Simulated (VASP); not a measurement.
Set up this calculation in VASP 6.6.1, as the native input.

- Task: single point
- Functional: LDA
- Potentials or basis: VASP PAW LDA potentials, release 64 (Bi_d)
- Cutoff: 520 eV
- k mesh: 9 × 9 × 1
- Occupations: gaussian, width 0.02 eV
- Spin: no spin polarisation
- Dipole correction: yes
- Further INCAR settings: ALGO = Normal; EDIFF = 1e-07; NBANDS = 22

The structure of Bi lies in POSCAR:

```
Bi
1.0
    4.4190000000      0.0000000000      0.0000000000
   -2.2095000000      3.8269662593      0.0000000000
    0.0000000000      0.0000000000     28.0000000000
Bi
2
Direct
    0.3333333333      0.6666666667      0.5393750000
    0.6666666667      0.3333333333      0.4606250000
```

The input as run:

INCAR

```
  PREC = Accurate
  ENCUT = 520
  EDIFF = 1E-7
  ISMEAR = 0
  SIGMA = 0.02
  LREAL = False
  LASPH = True
  NELM = 80
  ALGO = Normal
  ISIF = 2
  LWAVE = False
  LCHARG = True
  LDIPOL = True
  IDIPOL = 3
  DIPOL = 0.5 0.5 0.500
  LELF = True
  LVHAR = True
  LVACPOTAV = True
  NBANDS = 22
```

KPOINTS

```
regular mesh
0
Gamma
  9 9 1
```

Potentials or basis: VASP PAW LDA potentials, release 64 (Bi_d).

Launch:

```sh
$ cat potpaw_LDA.64/Bi_d/POTCAR > POTCAR
$ mpirun -np 1 vasp_std > vasp.out
```

Results of the run:

| Property | Result |
| --- | --- |
| Largest force | 2.747 eV/Å |
| Band gap on the k mesh | zero (bands 15 and 16 overlap by 0.11 eV) |
| Work function of the upper face | 3.74 eV |
| Work function of the lower face | 3.74 eV |

Caveat: spin-orbit coupling is left out, which moves the levels of the heavy elements.

It took 5 min on 1 thread of AMD EPYC 7R13, with other jobs on the host, peak memory 0.42 GiB.
